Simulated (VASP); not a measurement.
# Ge3Cl (Fm-3m) in VASP: a series of runs

The runs below take Ge3Cl through single point, relaxation of cell and atoms, with PBE.

Everything below comes from runs of VASP 6.6.1. Logs are shortened: lines on timing, memory, paths and dates and some standing lists are left out, and cuts for length are marked.

## 1. The cell of the first run

Symmetry: Fm-3m, No. 225, cubic system. The conventional cell has a = 6.813 Å, b = 6.813 Å, c = 6.813 Å, α = 90.00°, β = 90.00°, γ = 90.00°. Within 3.9 Å of Ge (site symmetry m-3m) lie 8 Ge at 2.95 Å and 6 Cl at 3.41 Å. Ge (site symmetry -43m) has 10 Ge at 2.95 to 3.41 Å and 4 Cl at 2.95 Å within 3.9 Å. Cl (site symmetry m-3m) has 14 Ge at 2.95 to 3.41 Å within 3.9 Å.

## 2. Single point, PBE

INCAR reads:

```
PREC = Accurate
ENCUT = 520
EDIFF = 1E-6
ISMEAR = 0
SIGMA = 0.1
LREAL = F
LASPH = T
NELM = 100
ALGO = Normal
ISIF = 2
LWAVE = F
LCHARG = T
GGA = PE
LELF = T
LVHAR = T
NBANDS = 32
```

KPOINTS reads:

```
Automatic mesh
0
Gamma
  12 12 12
```

POSCAR reads:

```
Ge3Cl
1.0
    0.0000000000      3.4064192896      3.4064192896
    3.4064192896      0.0000000000      3.4064192896
    3.4064192896      3.4064192896      0.0000000000
Ge Cl
3 1
Direct
    0.5000000000      0.5000000000      0.5000000000
    0.2500000000      0.2500000000      0.2500000000
    0.7500000000      0.7500000000      0.7500000000
    0.0000000000      0.0000000000      0.0000000000
```

Potentials or basis: VASP PAW PBE potentials, release 64 (Ge_d, Cl).

The run is started by

```bash
$ cat potpaw_PBE.64/Ge_d/POTCAR potpaw_PBE.64/Cl/POTCAR > POTCAR
$ mpirun -np 1 vasp_std > vasp.out
```

OUTCAR:

```text
PREC = Accurate
   ENCUT = 520
   EDIFF = 1E-6
   ISMEAR = 0
   LREAL = F
   LASPH = T
   NELM = 100
   ISIF = 2
   GGA = PE

 ion  position               nearest neighbor table
   1  0.500  0.500  0.500-
   2  0.250  0.250  0.250-
   3  0.750  0.750  0.750-
   4  0.000  0.000  0.000-

  LATTYP: Found a face centered cubic cell.
 ALAT       =     6.8128385792

  Lattice vectors:

 A1 = (   0.0000000000,   3.4064192896,   3.4064192896)
 A2 = (   3.4064192896,   0.0000000000,   3.4064192896)
 A3 = (   3.4064192896,   3.4064192896,   0.0000000000)

Analysis of symmetry for initial positions (statically):
=====================================================================
 Subroutine PRICEL returns:
 Original cell was already a primitive cell.

 Routine SETGRP: Setting up the symmetry group for a
 face centered cubic supercell.

 Subroutine GETGRP returns: Found 48 space group operations
 (whereof 48 operations were pure point group operations)
 out of a pool of 48 trial point group operations.

The static configuration has the point symmetry O_h .

Analysis of symmetry for dynamics (positions and initial velocities):
=====================================================================
 Subroutine PRICEL returns:
 Original cell was already a primitive cell.

 Routine SETGRP: Setting up the symmetry group for a
 face centered cubic supercell.

 Subroutine GETGRP returns: Found 48 space group operations
 (whereof 48 operations were pure point group operations)
 out of a pool of 48 trial point group operations.

The dynamic configuration has the point symmetry O_h .

 Subroutine INISYM returns: Found 48 space group operations
 (whereof 48 operations are pure point group operations),
 and found     1 'primitive' translations

----------------------------------------------------------------------------------------

                                     Primitive cell

  volume of cell :      79.0541

  direct lattice vectors                    reciprocal lattice vectors
     0.000000000  3.406419290  3.406419290    -0.146781696  0.146781696  0.146781696
     3.406419290  0.000000000  3.406419290     0.146781696 -0.146781696  0.146781696
     3.406419290  3.406419290  0.000000000     0.146781696  0.146781696 -0.146781696

  length of vectors
     4.817404358  4.817404358  4.817404358     0.254233355  0.254233355  0.254233355

  position of ions in fractional coordinates (direct lattice)
     0.500000000  0.500000000  0.500000000
     0.250000000  0.250000000  0.250000000
     0.750000000  0.750000000  0.750000000
     0.000000000  0.000000000  0.000000000

  ion indices of the primitive-cell ions
   primitive index   ion index
                 1           1
                 2           2
                 3           3
                 4           4

----------------------------------------------------------------------------------------

 KPOINTS: Automatic mesh

Automatic generation of k-mesh.
 Grid dimensions read from file:
 generate k-points for:   12   12   12

 Generating k-lattice:

  Cartesian coordinates                     Fractional coordinates (reciprocal lattice)
    -0.012231808  0.012231808  0.012231808     0.083333333  0.000000000  0.000000000
     0.012231808 -0.012231808  0.012231808     0.000000000  0.083333333  0.000000000
     0.012231808  0.012231808 -0.012231808     0.000000000  0.000000000  0.083333333

  Length of vectors
     0.021186113  0.021186113  0.021186113

  Shift w.r.t. Gamma in fractional coordinates (k-lattice)
     0.000000000  0.000000000  0.000000000

 Subroutine IBZKPT returns following result:
 ===========================================

 Found     72 irreducible k-points:

 Following reciprocal coordinates:
            Coordinates               Weight
  0.000000  0.000000  0.000000      1.000000
  0.083333  0.000000  0.000000      8.000000
  0.166667  0.000000  0.000000      8.000000
  0.250000  0.000000  0.000000      8.000000
  0.333333  0.000000  0.000000      8.000000
  0.416667  0.000000  0.000000      8.000000
[... 16 lines left out ...]
  0.500000  0.166667  0.000000     24.000000
 -0.416667  0.166667  0.000000     24.000000
 [... further k-points ...]
   k-points           NKPTS =     72   k-points in BZ     NKDIM =     72   number of bands    NBANDS=     32
   number of dos      NEDOS =    301   number of ions     NIONS =      4
   total plane-waves  NPLWV =  46656
   dimension x,y,z NGX =    36 NGY =   36 NGZ =   36
   dimension x,y,z NGXF=    72 NGYF=   72 NGZF=   72
   ions per type =               3   1
   NGX,Y,Z   is equivalent  to a cutoff of  12.42, 12.42, 12.42 a.u.
   NGXF,Y,Z  is equivalent  to a cutoff of  24.85, 24.85, 24.85 a.u.
 SYSTEM =  unknown system
   PREC   = accura    normal or accurate (medium, high low for compatibility)
   ISTART =      0    job   : 0-new  1-cont  2-samecut
   ICHARG =      2    charge: 1-file 2-atom 10-const
   ISPIN  =      1    spin polarized calculation?
   LNONCOLLINEAR =      F non collinear calculations
   LSORBIT =      F    spin-orbit coupling
   LASPH  =      T    aspherical Exc in radial PAW
   ENCUT  =  520.0 eV  38.22 Ry    6.18 a.u.   8.96  8.96  8.96*2*pi/ulx,y,z
   NELM   =    100;   NELMIN=  2; NELMDL= -5     # of ELM steps
   EDIFF  = 0.1E-05   stopping-criterion for ELM
   LREAL  =      F    real-space projection
   EDIFFG = 0.1E-04   stopping-criterion for IOM
   NSW    =      0    number of steps for IOM
   IBRION =     -1    ionic relax: 0-MD 1-quasi-New 2-CG
   NFREE  =      0    steps in history (QN), initial steepest desc. (CG)
   ISIF   =      2    stress and relaxation
   ISYM   =      2    0-nonsym 1-usesym 2-fastsym
   POTIM  = 0.5000    time-step for ionic-motion
   TEBEG  =    0.0;   TEEND  =   0.0 temperature during run
   PSTRESS=    0.0 pullay stress
   NELECT =      49.0000    total number of electrons
   NUPDOWN=      -1.0000    fix difference up-down
   EMIN   =  10.00;   EMAX   =-10.00  energy-range for DOS
   EFERMI =   0.00;   METHOD = LEGACY
   ISMEAR =     0;   SIGMA  =   0.10  broadening in eV -4-tet -1-fermi 0-gaus
   EFERMI_NEDOS =   21; number of points for ismear=-14 and -15
   IALGO  =     38    algorithm
   IMIX   =      4    mixing-type and parameters
     AMIX     =   0.40;   BMIX     =  1.00
     AMIX_MAG =   1.60;   BMIX_MAG =  1.00
  volume/ion in A,a.u.               =      19.76       133.37
  Fermi-wavevector in a.u.,A,eV,Ry     =   1.395829  2.637734 26.508740  1.948337
  Thomas-Fermi vector in A             =   2.519242
   LORBIT       =      0    0 simple, 1 ext, 2 COOP (PROOUT), +10 PAW based schemes
   GGA     = PE    functional components
   LHFCALC =     F    Hartree Fock is set to
   AEXX    =    0.0000 exact exchange contribution
   IVDW    =     0    specifies the selected vdW correction
   LEPSILON=     F    determine dielectric tensor
   LRPA    =     F    only Hartree local field effects (RPA)
 non-spin polarized calculation
 Gauss-broadening in eV      SIGMA  =   0.10
  energy-cutoff  :      520.00
  volume of cell :       79.05
 maximum number of plane-waves:      2158
   NGX = 17   NGY = 17   NGZ = 17

 number of electron      49.0000018 magnetization

 Free energy of the ion-electron system (eV)
  ---------------------------------------------------
  ext. energy  EPLUGINS =         0.00000000
  ---------------------------------------------------
  free energy    TOTEN  =       -14.52932648 eV

  energy without entropy =      -14.51961035  energy(sigma->0) =      -14.52446841

 E-fermi :   5.7421     XC(G=0): -10.7774

 val. band max:        5.7262466919   @ k =   0.0833   0.0833   0.0000
 cond. band min:       5.7511573174   @ k =  -0.2500   0.2500   0.0000
 fundamental gap:      0.0249106255
 Fermi energy:         5.7420954351

 k-point     1 :       0.0000    0.0000    0.0000
  band No.  band energies     occupation
      1     -19.0657      2.00000
      2     -19.0657      2.00000
      3     -19.0541      2.00000
      4     -19.0541      2.00000
      5     -19.0541      2.00000
      6     -19.0399      2.00000
[... 24 lines left out ...]
     31      12.0485      0.00000
     32      12.0485      0.00000

 k-point     2 :       0.0833    0.0000    0.0000
  band No.  band energies     occupation
      1     -19.0649      2.00000
      2     -19.0649      2.00000
      3     -19.0543      2.00000
      4     -19.0539      2.00000
      5     -19.0539      2.00000
      6     -19.0401      2.00000
[... 24 lines left out ...]
     31      11.6712      0.00000
     32      12.0439      0.00000

 k-point     3 :       0.1667    0.0000    0.0000
  band No.  band energies     occupation
      1     -19.0627      2.00000
      2     -19.0627      2.00000
      3     -19.0544      2.00000
      4     -19.0533      2.00000
      5     -19.0533      2.00000
      6     -19.0408      2.00000
[... 24 lines left out ...]
     31      11.1170      0.00000
     32      12.1609      0.00000

 k-point     4 :       0.2500    0.0000    0.0000
  band No.  band energies     occupation
      1     -19.0592      2.00000
      2     -19.0592      2.00000
      3     -19.0540      2.00000
      4     -19.0523      2.00000
      5     -19.0523      2.00000
      6     -19.0418      2.00000
[... 24 lines left out ...]
     31      11.0634      0.00000
     32      12.8168      0.00000

 k-point     5 :       0.3333    0.0000    0.0000
  band No.  band energies     occupation
      1     -19.0548      2.00000
      2     -19.0548      2.00000
      3     -19.0526      2.00000
      4     -19.0511      2.00000
      5     -19.0511      2.00000
      6     -19.0431      2.00000
[... 584 lines left out ...]
     31      11.2739      0.00000
     32      12.2778      0.00000

 k-point    22 :       0.4167    0.1667    0.0000
  band No.  band energies     occupation
      1     -19.0581      2.00000
      2     -19.0542      2.00000
      3     -19.0502      2.00000
      4     -19.0489      2.00000
      5     -19.0463      2.00000
      6     -19.0454      2.00000
[... 24 lines left out ...]
     31      11.3093      0.00000
     32      13.3812      0.00000

 k-point    23 :       0.5000    0.1667    0.0000
  band No.  band energies     occupation
      1     -19.0539      2.00000
      2     -19.0524      2.00000
      3     -19.0490      2.00000
      4     -19.0483      2.00000
      5     -19.0470      2.00000
      6     -19.0462      2.00000
[... 24 lines left out ...]
     31      11.5273      0.00000
     32      14.6431      0.00000

 k-point    24 :      -0.4167    0.1667    0.0000
  band No.  band energies     occupation
      1     -19.0522      2.00000
      2     -19.0510      2.00000
      3     -19.0495      2.00000
      4     -19.0488      2.00000
      5     -19.0485      2.00000
      6     -19.0453      2.00000
[... 24 lines left out ...]
     31      11.6387      0.00000
     32      15.3299      0.00000

 [... further k-points ...]

------------------------ aborting loop because EDIFF is reached ----------------------------------------

  FORCE on cell =-STRESS in cart. coord.  units (eV):
  Direction    XX          YY          ZZ          XY          YZ          ZX
  --------------------------------------------------------------------------------------
  -------------------------------------------------------------------------------------
  Total       -0.0028646     -0.0028646     -0.0028646      0.0000000     -0.0000000     -0.0000000
  in kB       -0.0580561     -0.0580561     -0.0580561      0.0000000     -0.0000000     -0.0000000
  external PRESSURE =      -0.0580561 kB  Pullay stress =       0.0000000 kB

 VOLUME and BASIS-vectors are now :
 -----------------------------------------------------------------------------
  energy-cutoff  :      520.00
  volume of cell :       79.05
      direct lattice vectors                 reciprocal lattice vectors
     0.000000000  3.406419290  3.406419290    -0.146781696  0.146781696  0.146781696
     3.406419290  0.000000000  3.406419290     0.146781696 -0.146781696  0.146781696
     3.406419290  3.406419290  0.000000000     0.146781696  0.146781696 -0.146781696

 POSITION                                       TOTAL-FORCE (eV/Angst)
 -----------------------------------------------------------------------------------
      3.40642      3.40642      3.40642        -0.000000      0.000000      0.000000
      1.70321      1.70321      1.70321        -0.000000     -0.000000     -0.000000
      5.10963      5.10963      5.10963         0.000000      0.000000      0.000000
      0.00000      0.00000      0.00000        -0.000000      0.000000      0.000000
 -----------------------------------------------------------------------------------
    total drift:                                0.000000      0.000000      0.000000

  FREE ENERGIE OF THE ION-ELECTRON SYSTEM (eV)
  ---------------------------------------------------
  free  energy   TOTEN  =       -14.5293264821 eV

  energy  without entropy=      -14.5196103468  energy(sigma->0) =      -14.52446841
```

It took 59 s on 1 thread of Intel Xeon 6975P-C (Granite Rapids), shared host; peak memory 0.29 GiB.

Results:

| Property | Result |
| --- | --- |
| Free energy | -14.5293 eV |
| Pressure | 0.0 GPa |

Caveat: an odd number of electrons without spin polarisation forces a metal; a magnetic or distorted state may lie lower.

## 3. Relaxation of cell and atoms, PBE

This run uses another cell than the first one, of 20.08 Å³/atom, 1.016 times its volume.

INCAR reads:

```
SYSTEM = Ge3Cl
  ALGO = Normal
  EDIFF = 1E-6
  EDIFFG = -0.01
  ENCUT = 600
  GGA = PE
  IBRION = 2
  ISIF = 3
  ISMEAR = 0
  LASPH = .TRUE.
  LCHARG = .FALSE.
  LREAL = .FALSE.
  LWAVE = .FALSE.
  NELM = 100
  NSW = 100
  PREC = Accurate
  SIGMA = 0.1
```

KPOINTS reads:

```
k-points
0
G
  12 12 12
  0 0 0
```

POSCAR reads:

```
Ge3Cl
1.0
    0.0000000000      3.4244931586      3.4244931586
    3.4244931586      0.0000000000      3.4244931586
    3.4244931586      3.4244931586      0.0000000000
Ge Cl
3 1
Direct
    0.5000000000      0.5000000000      0.5000000000
    0.2500000000      0.2500000000      0.2500000000
    0.7500000000      0.7500000000      0.7500000000
    0.0000000000      0.0000000000      0.0000000000
```

Potentials or basis: VASP PAW PBE potentials, release 64 (Ge_d, Cl).

The run is started by

```bash
$ cat potpaw_PBE.64/Ge_d/POTCAR potpaw_PBE.64/Cl/POTCAR > POTCAR
$ mpirun -np 1 vasp_std > vasp.out
```

Run time: 3.1 min. Hardware: 1 thread of Intel Xeon 6975P-C (Granite Rapids), shared host; peak memory 0.35 GiB.

Results (log left out):

| Item | Value |
| --- | --- |
| Free energy | -14.5299 eV |
| Relaxed volume | 19.75 Å³/atom |
| Relaxed cell | a = 4.816 Å, b = 4.816 Å, c = 4.816 Å, α = 60.00°, β = 60.00°, γ = 60.00° |
| Space group after relaxing (to 0.05 Å) | Fm-3m (No. 225) |
| Energy gained by relaxing | 0.8 meV/atom |
| Ionic steps | 3 |
| Pressure after relaxing | 0.0 GPa |

Step by step:
| step | energy change (eV) | largest force (eV/Å) | pressure (GPa) | volume (Å³) |
| --- | --- | --- | --- | --- |
| 1 | 0.0000 | 0.0000 | -0.79 | 80.32 |
| 2 | -0.0031 | 0.0000 | -0.09 | 79.17 |
| 3 | -0.0031 | 0.0000 | 0.03 | 78.99 |

Final structure:
```cif
data_structure
_symmetry_space_group_name_H-M 'P 1'
_symmetry_Int_Tables_number 1
_cell_length_a 4.8161
_cell_length_b 4.8161
_cell_length_c 4.8161
_cell_angle_alpha 60.000
_cell_angle_beta 60.000
_cell_angle_gamma 60.000
_cell_volume 78.99
loop_
_atom_site_label
_atom_site_type_symbol
_atom_site_fract_x
_atom_site_fract_y
_atom_site_fract_z
_atom_site_occupancy
Ge1 Ge 0.50000 0.50000 0.50000 1
Ge2 Ge 0.25000 0.25000 0.25000 1
Ge3 Ge 0.75000 0.75000 0.75000 1
Cl1 Cl 0.00000 0.00000 0.00000 1
```

Levels at points of the mesh, in eV from the Fermi level:
```tsv
k point	band 20	band 21	band 22	band 23	band 24	band 25	band 26	band 27	band 28	band 29
(0.00, 0.00, 0.00)	-4.34	-4.34	-3.52	-1.32	-1.32	-1.32	-0.46	-0.46	-0.46	4.85
(0.50, 0.00, 0.00)	-4.69	-4.69	-2.45	-2.22	-2.22	0.30	1.75	1.75	3.95	4.08
(0.50, 0.50, 0.00)	-5.75	-5.75	-2.10	-0.56	-0.56	0.87	3.06	3.06	3.52	4.51
```

Caveat: an odd number of electrons without spin polarisation forces a metal; a magnetic or distorted state may lie lower.
